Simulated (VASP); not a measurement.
A run of VASP 6.6.1:

File INCAR:

```
ALGO     = Normal         # electronic algorithm
EDIFF    = 1E-6           # SCF threshold, eV
ENCUT    = 520            # plane-wave cutoff, eV
GGA      = PS             # functional
ISIF     = 2              # what is computed and relaxed
ISMEAR   = 0              # smearing method
LASPH    = True           # aspherical terms in the spheres
LCHARG   = True           # write CHGCAR
LELF     = True           # ELF
LREAL    = False          # projectors in reciprocal space
LVHAR    = True         
LWAVE    = False          # write WAVECAR
NBANDS   = 12             # bands
NELM     = 80             # most SCF steps
PREC     = Accurate       # precision mode
SIGMA    = 0.15           # smearing width, eV
```

KPOINTS

```
k-points
0
Gamma
  18 18 18
```

File POSCAR:

```
Sc
1.0
    0.0000000000      2.1569750000      2.1569750000
    2.1569750000      0.0000000000      2.1569750000
    2.1569750000      2.1569750000      0.0000000000
Sc
1
Direct
    0.0000000000      0.0000000000      0.0000000000
```

Potentials or basis: VASP PAW PBE potentials, release 64 (Sc_sv).

The run is started by

```bash
$ cat potpaw_PBE.64/Sc_sv/POTCAR > POTCAR
$ mpirun -np 1 vasp_std > vasp.out
```

Hardware: 1 thread of Intel Xeon 6975P-C, with other jobs on the host.

Problem. Estimate the wall time of this run.

Solution. Wall time 30 s on 1 thread of Intel Xeon 6975P-C, on a shared host, peak memory 0.17 GiB. Counts: scf iterations 11, k points 195.
